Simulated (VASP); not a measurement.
# Mo (Im-3m) in VASP: notebook, part 2 of 2

VASP 6.6.1.

## 6. Single point, RPBE, non-collinear spin, zero start, spin-orbit coupling

Input file INCAR:

```
PREC = Accurate
ENCUT = 520
EDIFF = 1E-7
ISMEAR = -1
SIGMA = 0.1
LREAL = F
LASPH = T
NELM = 150
ALGO = Normal
ISIF = 2
LWAVE = F
LCHARG = F
MAGMOM = 0 0 0
LORBIT = 11
LSORBIT = T
GGA_COMPAT = F
LORBMOM = T
LMAXMIX = 4
GGA = RP
NBANDS = 25
```

Input file KPOINTS:

```
Automatic mesh
0
Gamma
  14 14 14
```

Input file POSCAR:

```
Mo
1.0
   -1.5884918255      1.5884918255      1.5884918255
    1.5884918255     -1.5884918255      1.5884918255
    1.5884918255      1.5884918255     -1.5884918255
Mo
1
Direct
    0.0000000000      0.0000000000      0.0000000000
```

Potentials or basis: VASP PAW PBE potentials, release 64 (Mo_sv).

Run with:

```sh
> cat potpaw_PBE.64/Mo_sv/POTCAR > POTCAR
> mpirun -np 1 vasp_ncl > vasp.out
```

OUTCAR:

```text
PREC = Accurate
   ENCUT = 520
   EDIFF = 1E-7
   ISMEAR = -1
   LREAL = F
   LASPH = T
   NELM = 150
   ISIF = 2
   LORBIT = 11
   LSORBIT = T
   GGA = RP

 ion  position               nearest neighbor table
   1  0.000  0.000  0.000-

  LATTYP: Found a body centered cubic cell.
 ALAT       =     3.1769836510

  Lattice vectors:

 A1 = (  -1.5884918255,   1.5884918255,   1.5884918255)
 A2 = (   1.5884918255,  -1.5884918255,   1.5884918255)
 A3 = (   1.5884918255,   1.5884918255,  -1.5884918255)

Analysis of symmetry for initial positions (statically):
=====================================================================
 Subroutine PRICEL returns:
 Original cell was already a primitive cell.

 Routine SETGRP: Setting up the symmetry group for a
 body centered cubic supercell.

 Subroutine GETGRP returns: Found 48 space group operations
[... 9 lines left out ...]

 Routine SETGRP: Setting up the symmetry group for a
 body centered cubic supercell.

 Subroutine GETGRP returns: Found 48 space group operations
 (whereof 48 operations were pure point group operations)
 out of a pool of 48 trial point group operations.

The dynamic configuration has the point symmetry O_h .

Analysis of structural, dynamic, and magnetic symmetry:
=====================================================================
 Subroutine PRICEL returns:
 Original cell was already a primitive cell.

 Routine SETGRP: Setting up the symmetry group for a
 body centered cubic supercell.

 Subroutine GETGRP returns: Found 48 space group operations
 (whereof 48 operations were pure point group operations)
 out of a pool of 48 trial point group operations.

The overall configuration has the point symmetry O_h .

 Subroutine INISYM returns: Found 48 space group operations
[... 5 lines left out ...]
                                     Primitive cell

  volume of cell :      16.0330

  direct lattice vectors                    reciprocal lattice vectors
    -1.588491826  1.588491826  1.588491826     0.000000000  0.314763974  0.314763974
     1.588491826 -1.588491826  1.588491826     0.314763974  0.000000000  0.314763974
     1.588491826  1.588491826 -1.588491826     0.314763974  0.314763974  0.000000000

  length of vectors
     2.751348549  2.751348549  2.751348549     0.445143481  0.445143481  0.445143481

  position of ions in fractional coordinates (direct lattice)
     0.000000000  0.000000000  0.000000000

  ion indices of the primitive-cell ions
   primitive index   ion index
                 1           1

----------------------------------------------------------------------------------------

 KPOINTS: Automatic mesh

Automatic generation of k-mesh.
 Grid dimensions read from file:
 generate k-points for:   14   14   14

 Generating k-lattice:

  Cartesian coordinates                     Fractional coordinates (reciprocal lattice)
     0.000000000  0.022483141  0.022483141     0.071428571  0.000000000  0.000000000
     0.022483141  0.000000000  0.022483141     0.000000000  0.071428571  0.000000000
     0.022483141  0.022483141  0.000000000     0.000000000  0.000000000  0.071428571

  Length of vectors
     0.031795963  0.031795963  0.031795963
[... 70 lines left out ...]
   EFERMI_NEDOS =   21; number of points for ismear=-14 and -15
   IALGO  =     38    algorithm
   IMIX   =      4    mixing-type and parameters
     AMIX     =   0.40;   BMIX     =  1.00
     AMIX_MAG =   1.60;   BMIX_MAG =  1.00
  volume/ion in A,a.u.               =      16.03       108.20
  Fermi-wavevector in a.u.,A,eV,Ry     =   1.564753  2.956955 33.313222  2.448453
  Thomas-Fermi vector in A             =   2.667330
   LORBIT       =     11    0 simple, 1 ext, 2 COOP (PROOUT), +10 PAW based schemes
   GGA     = RP    functional components
   LHFCALC =     F    Hartree Fock is set to
   AEXX    =    0.0000 exact exchange contribution
   IVDW    =     0    specifies the selected vdW correction
   LEPSILON=     F    determine dielectric tensor
   LRPA    =     F    only Hartree local field effects (RPA)
  energy-cutoff  :      520.00
  volume of cell :       16.03
 maximum number of plane-waves:       888
   NGX = 11   NGY = 11   NGZ = 11

 number of electron      14.0000005 magnetization      -0.0000000      0.0000000     -0.0000000

 number of electron      14.0000006 magnetization       0.0000000      0.0000000      0.0000000

 number of electron      14.0000006 magnetization      -0.0000000     -0.0000000     -0.0000000

 Free energy of the ion-electron system (eV)
  ---------------------------------------------------
  ext. energy  EPLUGINS =         0.00000000
  ---------------------------------------------------
  free energy    TOTEN  =       -10.46779034 eV

  energy without entropy =      -10.43990920  energy(sigma->0) =      -10.45384977

 E-fermi :  12.2798     XC(G=0): -13.1823

 val. band max:       12.2497720513   @ k =   0.3571   0.0714   0.0714
 cond. band min:      12.2846772213   @ k =  -0.2857   0.3571   0.2143
 fundamental gap:      0.0349051700
 Fermi energy:        12.2797624763

 k-point     1 :       0.0000    0.0000    0.0000
  band No.  band energies     occupation
      1     -49.0413      1.00000
      2     -49.0413      1.00000
      3     -24.0608      1.00000
      4     -24.0608      1.00000
      5     -21.5359      1.00000
      6     -21.5359      1.00000
[... 661 lines left out ...]
     24      23.4722      0.00000
     25      29.2332      0.00000

 [... further k-points ...]
[... 5 lines left out ...]
  --------------------------------------------------------------------------------------
  -------------------------------------------------------------------------------------
  Total        0.0565065      0.0565065      0.0565065      0.0000000     -0.0000000     -0.0000000
  in kB        5.6466950      5.6466950      5.6466950      0.0000000     -0.0000000     -0.0000000
  external PRESSURE =       5.6466950 kB  Pullay stress =       0.0000000 kB

 VOLUME and BASIS-vectors are now :
 -----------------------------------------------------------------------------
  energy-cutoff  :      520.00
  volume of cell :       16.03
      direct lattice vectors                 reciprocal lattice vectors
    -1.588491826  1.588491826  1.588491826     0.000000000  0.314763974  0.314763974
     1.588491826 -1.588491826  1.588491826     0.314763974  0.000000000  0.314763974
     1.588491826  1.588491826 -1.588491826     0.314763974  0.314763974  0.000000000

 POSITION                                       TOTAL-FORCE (eV/Angst)
 -----------------------------------------------------------------------------------
      0.00000      0.00000      0.00000        -0.000000      0.000000      0.000000
 -----------------------------------------------------------------------------------
    total drift:                                0.000000     -0.000000      0.000000

  FREE ENERGIE OF THE ION-ELECTRON SYSTEM (eV)
  ---------------------------------------------------
  free  energy   TOTEN  =       -10.4677903385 eV

  energy  without entropy=      -10.4399091959  energy(sigma->0) =      -10.45384977

 orbital moment (x)

 # of ion     p       d       tot
 ----------------------------------------
  1         0.000   0.000   0.000
 ----------------------------------------
            0.000   0.000   0.000

 orbital moment (y)

 # of ion     p       d       tot
 ----------------------------------------
  1         0.000   0.000   0.000
 ----------------------------------------
            0.000   0.000   0.000

 orbital moment (z)

 # of ion     p       d       tot
 ----------------------------------------
  1         0.000   0.000   0.000
 ----------------------------------------
            0.000   0.000   0.000

 Spin-Orbit-Coupling matrix elements

 Ion:    1  E_soc:     -0.2058852
 l=   1
     0.0000000    -0.0300107    -0.0300107
    -0.0300107     0.0000000    -0.0300107
    -0.0300107    -0.0300107     0.0000000
 l=   2
     0.0000000    -0.0010970     0.0000000    -0.0010970    -0.0032065
    -0.0010970     0.0000000    -0.0024049    -0.0010970    -0.0008016
     0.0000000    -0.0024049     0.0000000    -0.0024049     0.0000000
    -0.0010970    -0.0010970    -0.0024049     0.0000000    -0.0008016
    -0.0032065    -0.0008016     0.0000000    -0.0008016     0.0000000
 l=   3
     0.0000000     0.0000000     0.0000000     0.0000000     0.0000000     0.0000000     0.0000000
     0.0000000     0.0000000     0.0000000     0.0000000     0.0000000     0.0000000     0.0000000
     0.0000000     0.0000000     0.0000000     0.0000000     0.0000000     0.0000000     0.0000000
     0.0000000     0.0000000     0.0000000     0.0000000     0.0000000     0.0000000     0.0000000
     0.0000000     0.0000000     0.0000000     0.0000000     0.0000000     0.0000000     0.0000000
     0.0000000     0.0000000     0.0000000     0.0000000     0.0000000     0.0000000     0.0000000
     0.0000000     0.0000000     0.0000000     0.0000000     0.0000000     0.0000000     0.0000000

 total charge

# of ion       s       p       d       tot
------------------------------------------
    1        2.371   6.202   3.865  12.438

 magnetization (x)

# of ion       s       p       d       tot
------------------------------------------
    1       -0.000   0.000  -0.000  -0.000

 magnetization (y)

# of ion       s       p       d       tot
------------------------------------------
    1        0.000   0.000  -0.000   0.000

 magnetization (z)

# of ion       s       p       d       tot
------------------------------------------
    1        0.000   0.000   0.000   0.000
```

OSZICAR:

```text
N       E                     dE             d eps       ncg     rms          rms(c)
DAV:   1     0.136564525138E+03    0.13656E+03   -0.80975E+03  5200   0.116E+03
DAV:   2    -0.844891076345E+01   -0.14501E+03   -0.13983E+03  5986   0.380E+02
DAV:   3    -0.110952572385E+02   -0.26463E+01   -0.26260E+01  5940   0.524E+01
DAV:   4    -0.111050903361E+02   -0.98331E-02   -0.98319E-02  5751   0.348E+00
DAV:   5    -0.111051696969E+02   -0.79361E-04   -0.79360E-04  5976   0.278E-01    0.134E+01
DAV:   6    -0.105449048886E+02    0.56026E+00   -0.76903E-01  5436   0.108E+01    0.362E+00
DAV:   7    -0.104700701053E+02    0.74835E-01   -0.16267E-01  5926   0.471E+00    0.111E+00
DAV:   8    -0.104678451335E+02    0.22250E-02   -0.28405E-03  5438   0.674E-01    0.806E-01
DAV:   9    -0.104677406252E+02    0.10451E-03   -0.75463E-04  5604   0.364E-01    0.999E-02
DAV:  10    -0.104677821094E+02   -0.41484E-04   -0.18121E-05  6027   0.559E-02    0.566E-02
DAV:  11    -0.104677906985E+02   -0.85891E-05   -0.12142E-05  5452   0.431E-02    0.455E-03
DAV:  12    -0.104677904791E+02    0.21935E-06   -0.16108E-07  5983   0.454E-03    0.117E-03
DAV:  13    -0.104677903311E+02    0.14799E-06   -0.82099E-09  2868   0.115E-03    0.161E-04
DAV:  14    -0.104677903385E+02   -0.73685E-08   -0.42320E-10  2816   0.283E-04
   1 F= -.10467790E+02 E0= -.10453850E+02  d E =-.278811E-01  mag=     0.0000     0.0000     0.0000
```

stdout:

```text
POSCAR found type information on POSCAR Mo
 POSCAR found :  1 types and       1 ions
 scaLAPACK will be used
 -----------------------------------------------------------------------------
|                                                                             |
|                                                                             |
|     You enforced a specific xc type in the INCAR file but a different       |
|     I HOPE YOU KNOW WHAT YOU ARE DOING!                                     |
|                                                                             |
 -----------------------------------------------------------------------------

 LDA part: xc-table for (Slater+PW92), standard interpolation
 POSCAR, INCAR and KPOINTS ok, starting setup
 FFT: planning ... GRIDC
 FFT: planning ... GRID_SOFT
 FFT: planning ... GRID
 WAVECAR not read
 entering main loop
```

Run time: 78 s. Hardware: 1 thread of Intel Xeon 6975P-C (Granite Rapids), shared host; peak memory 0.2 GiB.

Results:

```
Free energy                                           : -10.4678 eV
Pressure                                              : 0.6 GPa
Net moment                                            : 0.00 μB per cell
Valence electrons inside the program's atomic spheres : Mo 12.44
```

Moments on the atoms (μB; x, y, z):
```
Mo  0.00 0.00 0.00
```

Caveat: the PAW data sets were made with another functional, which shifts forces and pressure a little.

## 7. The runs side by side

```csv
spin,cell,k mesh,gap on the mesh (eV),pressure (GPa)
off,"a = 2.751 Å, angles 109.5°, 1 atom",23 × 23 × 23,none,0.1
off,"a = 2.788 Å, angles 109.5°, 1 atom",23 × 23 × 23,none,-8.9
off,"a = 2.823 Å, angles 109.5°, 1 atom",23 × 23 × 23,none,-16.2
off,"a = 2.857 Å, angles 109.5°, 1 atom",23 × 23 × 23,none,-22.0
"non-collinear, zero start, SOC","a = 2.751 Å, angles 109.5°, 1 atom",14 × 14 × 14,-,0.6
```

Alike in all rows: task single point; level RPBE; potentials or basis VASP PAW PBE potentials, release 64 (Mo_sv); cutoff (eV) 520; smearing fermi-dirac 0.1 eV.

Caveats: the PAW data sets were made with another functional, which shifts forces and pressure a little.

Total energies depend on the potentials used, so only differences within one code and one set of settings carry meaning.
